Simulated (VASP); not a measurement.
Set up this calculation in VASP 6.6.1, as the native input.

* Task: single point
* Functional: PBEsol
* Potentials or basis: VASP PAW PBE potentials, release 64 (P)
* Cutoff: 520 eV
* k mesh: 18 × 18 × 18
* Occupations: gaussian, width 0.15 eV
* Spin: no spin polarisation
* Dipole correction: no
* Further INCAR settings: ALGO = Normal; EDIFF = 1e-06; NBANDS = 12

The structure of P lies in POSCAR:

```
P
1.0
    1.6717605543      0.9651914061      3.3349940213
   -1.6717605543      0.9651914061      3.3349940213
    0.0000000000     -1.9303828121      3.3349940213
P
2
Direct
    0.2270802500      0.2270802500      0.2270802500
    0.7729197500      0.7729197500      0.7729197500
```

This cell differs from its parent crystal: ratio of the length along z to the lengths across it x 1.1, volume and fractional coordinates fixed.

One way to write it, as run:

INCAR

```
  PREC = Accurate
  ENCUT = 520
  EDIFF = 1E-6
  ISMEAR = 0
  SIGMA = 0.15
  LREAL = F
  LASPH = T
  NELM = 60
  ALGO = Normal
  ISIF = 2
  LWAVE = F
  LCHARG = F
  GGA = PS
  NBANDS = 12
```

KPOINTS

```
Automatic mesh
0
Gamma
  18 18 18
```

Potentials or basis: VASP PAW PBE potentials, release 64 (P).

Command:

```bash
$ cat potpaw_PBE.64/P/POTCAR > POTCAR
$ mpirun -np 1 vasp_std > vasp.out
```

Results of the run:

- Pressure: 0.3 GPa
- Largest force: 0.005 eV/Å
- Band gap on the k mesh: zero (bands 5 and 6 overlap by 1.71 eV)

Caveat: the PAW data sets were made with another functional, which shifts forces and pressure a little.

Run time: 4.1 min on 1 thread of Intel Xeon 8259CL, on a shared host, peak memory 0.29 GiB.
